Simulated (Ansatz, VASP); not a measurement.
SnSe in VASP and in Ansatz

Contents of INCAR:

```
  PREC = Accurate
  ENCUT = 520
  EDIFF = 1E-7
  ISMEAR = 0
  SIGMA = 0.05
  LREAL = F
  LASPH = T
  NELM = 80
  ALGO = Normal
  ISIF = 2
  LWAVE = F
  LCHARG = F
  GGA = CA
  NBANDS = 28
```

Contents of KPOINTS:

```
Automatic mesh
0
Gamma
  8 8 4
```

Contents of POSCAR:

```
SnSe
1.0
    3.9264755026      0.0000000000      0.0000000000
    0.0000000000      3.9264755026      0.0000000000
    0.0000000000      0.0000000000     13.0914357155
Sn Se
2 2
Direct
    0.5000000000      0.0000000000      0.3722291100
    0.0000000000      0.5000000000      0.6277708900
    0.5000000000      0.0000000000      0.6160394900
    0.0000000000      0.5000000000      0.3839605100
```

Input for Ansatz:

```yaml
crystal:
  lattice:
    - [3.9264755026, 0.0, 0.0]
    - [0.0, 3.9264755026, 0.0]
    - [0.0, 0.0, 13.0914357155]
  atoms:
    - { symbol: Sn, position: [0.5, 0.0, 0.37222911] }
    - { symbol: Sn, position: [0.0, 0.5, 0.62777089] }
    - { symbol: Se, position: [0.5, 0.0, 0.61603949] }
    - { symbol: Se, position: [0.0, 0.5, 0.38396051] }
basis:
  ecutwfc: 420
kpoints:
  mp_grid: { grid: [8, 8, 4] }
hamiltonian:
  xc: lda
scf:
  occupations: { method: gaussian, width: 0.05 }
output:
  forces: true
  stress: true
  eigenvalues: true
  write_density: true
  write_potential: true
  elf: true
  volumetric_format: npy
```

Alike in both runs: task single point; functional LDA; k mesh 8 × 8 × 4; occupations gaussian, width 0.05 eV; no spin polarisation.

|  | VASP | Ansatz |
| --- | --- | --- |
| version | VASP 6.6.1 | Ansatz 0.2.0 |
| potentials or method | VASP PAW LDA potentials, release 64 (Sn_d, Se), cutoff 520 eV | scalar-relativistic, plane waves, PAW |
| valence electrons in the cell | 40 | 60 |

|  | VASP | Ansatz | Ansatz less VASP |
| --- | --- | --- | --- |
| gap on the k mesh at the Fermi level (eV) | 0.32 | 0.34 | +0.025 |
| least direct gap on the mesh (eV) | 0.47 | 0.50 | +0.025 |
| rms of the force components (eV/Å) | 0.305 | 0.306 | +0.0016 |

LDA's correlation is that of Perdew and Zunger in VASP and of Perdew and Wang (1992) in Ansatz. Atom by atom the forces differ by 0.003 eV/Å (rms over components). VASP's potentials hold 40 valence electrons a cell and Ansatz's 60, so a difference there can come from the potentials and not from the codes. Ansatz's warnings: xc potential rough in thin density.
